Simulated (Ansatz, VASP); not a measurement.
## One calculation of TiB2, two programs

INCAR

```
ALGO = Normal
EDIFF = 1E-8
ENCUT = 520
GGA = PS
ISIF = 2
ISMEAR = -1
LASPH = T
LCHARG = F
LEFG = T
LREAL = F
LWAVE = F
NBANDS = 16
NELM = 100
PREC = Accurate
SIGMA = 0.03
```

KPOINTS

```
k-points
0
Gamma
  14 14 11
```

POSCAR

```
TiB2
1.0
    3.0897821656      0.0000000000      0.0000000000
   -1.5448910828      2.6758298476      0.0000000000
    0.0000000000      0.0000000000      3.2284000000
Ti B
1 2
Direct
    0.0000000000      0.0000000000      0.0000000000
    0.3333333333      0.6666666667      0.5000000000
    0.6666666667      0.3333333333      0.5000000000
```

Input for Ansatz:

```yaml
crystal:
  lattice:
    - [3.0897821656, 0.0, 0.0]
    - [-1.5448910828, 2.6758298476, 0.0]
    - [0.0, 0.0, 3.2284]
  atoms:
    - { symbol: Ti, position: [0.0, 0.0, 0.0] }
    - { symbol: B, position: [0.3333333333, 0.6666666667, 0.5] }
    - { symbol: B, position: [0.6666666667, 0.3333333333, 0.5] }
kpoints:
  mp_grid: { grid: [14, 14, 11] }
scf:
  occupations: { method: fermi_dirac, width: 0.03 }
hamiltonian:
  xc: pbesol
  pseudopotentials: { kind: all_electron, datasets: crystal }
output:
  forces: true
  stress: true
  eigenvalues: true
  efg: { contact_densities: true }
```

Change from the starting cell: equal xx and yy strain of +2 %, crystal datasets.

Alike in both runs: task electric field gradients; functional PBEsol; k mesh 14 × 14 × 11; occupations fermi-dirac, width 0.03 eV; no spin polarisation.

|  | VASP | Ansatz |
| --- | --- | --- |
| version | VASP 6.6.1 | Ansatz 0.2.0 |
| potentials or method | VASP PAW PBE potentials, release 64 (Ti_sv, B), cutoff 520 eV | all-electron PAW with datasets made for the crystal, scalar-relativistic |

Ansatz gave:

```
pressure (GPa)                                                : -14.9
traceless stress, the component that is largest in VASP (GPa) : 4.63
size of Vzz on the site where it differs most (V/Å²)          : 17.7
```

Q: What did VASP give for the same quantities?

A: Pressure (GPa): -14.5; traceless stress, the component that is largest in VASP (GPa): 4.53; size of Vzz on the site where it differs most (V/Å²): 15.2.

VASP's potentials were made for PBE, not for PBEsol. Ansatz ran all-electron here, and VASP with PAW potentials.
